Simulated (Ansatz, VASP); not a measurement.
# Two plane-wave programs on Ni3AgC

```xyz
5
Lattice="3.8356 0.0000 0.0000 0.0000 3.8356 0.0000 0.0000 0.0000 3.8356" Properties=species:S:1:pos:R:3 pbc="T T T"
Ag    0.0000    0.0000    0.0000
C     1.9178    1.9178    1.9178
Ni    1.9178    1.9178    0.0000
Ni    1.9178    0.0000    1.9178
Ni    0.0000    1.9178    1.9178
```

Alike in both runs: functional PBE; k mesh 10 × 10 × 10; occupations gaussian, width 0.1 eV; collinear spin.

Ansatz relaxed the structure, and its values are those at the end. VASP's run is a single point on that final structure, the one shown.

```csv
,VASP,Ansatz
version,VASP 6.6.1,Ansatz 0.2.0
potentials or method,"VASP PAW PBE potentials, release 64 (Ag, C, Ni), cutoff 520 eV","scalar-relativistic, plane waves, PAW"
valence electrons in the cell,45,77
```

```csv
,VASP,Ansatz,Ansatz less VASP
gap on the k mesh at the Fermi level (eV),none,none,-
pressure (GPa),0.0,0.0,-0.01
net moment per atom (μB),0.00,0.13,+0.131
size of the moment on the site where the two differ most (μB),0.00,0.19,+0.187
```

The net moments are unlike, so the other rows may belong to different states. Site moments also hang on the region over which each program counts them. A gap of «none» marks a metal or a gap that the smearing closes. VASP's potentials hold 45 valence electrons a cell and Ansatz's 77, so a difference there can come from the potentials and not from the codes. Ansatz's warnings: seeded moment not kept.
